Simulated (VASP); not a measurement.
**Cu: relaxation of cell and atoms with PBEsol**

Crystal: Cu.

```
CELL_PARAMETERS angstrom
2.53410 0.00000 0.00000
-1.26705 2.19459 0.00000
0.00000 0.00000 4.11257
ATOMIC_POSITIONS crystal
Cu 0.66667 0.33333 0.75000
Cu 0.33333 0.66667 0.25000
```

| Item | Value |
| --- | --- |
| Program | VASP 6.6.1 |
| Task | relaxation of cell and atoms |
| Functional | PBEsol |
| Potentials or basis | VASP PAW PBE potentials, release 64 (Cu) |
| Cutoff | 600 eV |
| k mesh | 12 × 12 × 7 |
| Occupations | fermi-dirac, width 0.05 eV |
| Spin | no spin polarisation |
| Target pressure | 5 GPa |
| Dipole correction | no |
| Further INCAR settings | ALGO = Normal; EDIFF = 1e-07; IBRION = 2; EDIFFG = -0.01; NSW = 60; ISIF = 3 |

```
Relaxed volume                                         : 11.07 Å³/atom
Relaxed cell                                           : a = 2.505 Å, b = 2.505 Å, c = 4.077 Å, α = 90.00°, β = 90.00°, γ = 120.00°
Space group after relaxing (to 0.05 Å)                 : P6_3/mmc (No. 194)
Energy change on relaxing (the enthalpy is what falls) : +4.5 meV/atom
Ionic steps                                            : 6
Pressure after relaxing                                : 4.9 GPa
Band gap on the k mesh                                 : zero (band 11 reaches 12.34 eV, above the bottom of band 12 at 6.26 eV)
```

The path:
```csv
step,energy change (eV),largest force (eV/Å),pressure (GPa),volume (Å³)
1,0.0000,0.0000,-0.63,22.87
2,0.0362,0.0000,10.15,21.57
3,0.0095,0.0000,5.01,22.14
4,0.0091,0.0000,4.87,22.15
5,0.0091,0.0000,4.89,22.15
6,0.0091,0.0000,4.90,22.15
```

Final structure:
```
Cu
1.0
     2.50455    0.00000    0.00000
    -1.25227    2.16900    0.00000
     0.00000    0.00000    4.07712
Cu
2
Direct
  0.66667 0.33333 0.75000
  0.33333 0.66667 0.25000
```

Levels at points of the mesh, in eV from the Fermi level:
```tsv
k point	band 8	band 9	band 10	band 11	band 12	band 13	band 14	band 15
(0.00, 0.00, 0.00)	-2.58	-2.58	-1.75	-1.75	-1.15	4.17	21.87	22.66
(0.50, 0.00, 0.00)	-1.65	-1.59	-1.54	0.03	1.71	8.09	8.55	11.12
```

It took 120 s on 1 thread of AMD EPYC 7R43 64-Core Processor (Zen 3), with other jobs on the host, peak memory 0.12 GiB.

Caveat: the cell is relaxed towards a set pressure, so the enthalpy falls and the energy may rise; the PAW data sets were made with another functional, which shifts forces and pressure a little.
